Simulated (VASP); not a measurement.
A run of VASP 6.6.1 is set up as follows.

File INCAR:

```
SYSTEM = ZrS2
ALGO = Normal
DIPOL = 0.5 0.5 0.500
EDIFF = 1E-6
ENCUT = 400
GGA = PE
GGA_COMPAT = .FALSE.
IDIPOL = 3
ISIF = 2
ISMEAR = 0
IVDW = 12
LASPH = .TRUE.
LCHARG = .FALSE.
LDIPOL = .TRUE.
LREAL = .FALSE.
LWAVE = .FALSE.
NBANDS = 33
NELM = 120
NELMDL = -8
PREC = Accurate
SIGMA = 0.05
```

File KPOINTS:

```
k-points
0
G
  27 27 1
  0 0 0
```

Contents of POSCAR:

```
ZrS2
1.0
    3.6299990400      0.0000000000      0.0000000000
   -1.8149995200      3.1436713800      0.0000000000
    0.0000000000      0.0000000000     26.7656400374
S Zr
4 2
Direct
    0.6666666664      0.3333333336      0.3374096177
    0.3333333336      0.6666666671      0.4467236707
    0.6666666664      0.3333333336      0.5532764380
    0.3333333336      0.6666666671      0.6625901972
    0.0000000000      0.0000000000      0.3920880175
    0.0000000000      0.0000000000      0.6079120589
```

Potentials or basis: VASP PAW PBE potentials, release 64 (S, Zr_sv).

The run is started by

```sh
$ cat potpaw_PBE.64/S/POTCAR potpaw_PBE.64/Zr_sv/POTCAR > POTCAR
$ mpirun -np 1 vasp_std > vasp.out
```

(1) Estimate the dispersion energy per atom.

(2) Estimate the band gap on the k mesh.

Answers

(1) -0.302 eV.

(2) 0.98 eV (least direct gap 1.65 eV).
